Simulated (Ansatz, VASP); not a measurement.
# One calculation of TeRu, two programs

```
CELL_PARAMETERS angstrom
0.00000 2.67389 2.67389
2.67389 0.00000 2.67389
2.67389 2.67389 0.00000
ATOMIC_POSITIONS crystal
Ru 0.50000 0.50000 0.50000
Te 0.00000 0.00000 0.00000
```

Alike in both runs: task single point; functional r2SCAN; k mesh 12 × 12 × 12; occupations gaussian, width 0.05 eV; no spin polarisation.

|  | VASP | Ansatz |
| --- | --- | --- |
| version | VASP 6.6.1 | Ansatz 0.2.0 |
| potentials or method | VASP PAW PBE potentials, release 64 (Ru_pv, Te), cutoff 520 eV | scalar-relativistic, plane waves, PAW |
| valence electrons in the cell | 20 | 32 |

|  | VASP | Ansatz | Ansatz less VASP |
| --- | --- | --- | --- |
| gap on the k mesh at the Fermi level (eV) | none | none | - |
| pressure (GPa) | 5.9 | 5.9 | -0.01 |

VASP's potentials were made for PBE, not for r2SCAN. A gap of «none» marks a metal or a gap that the smearing closes. VASP's potentials hold 20 valence electrons a cell and Ansatz's 32, so a difference there can come from the potentials and not from the codes.

Neither program's run includes spin-orbit coupling.
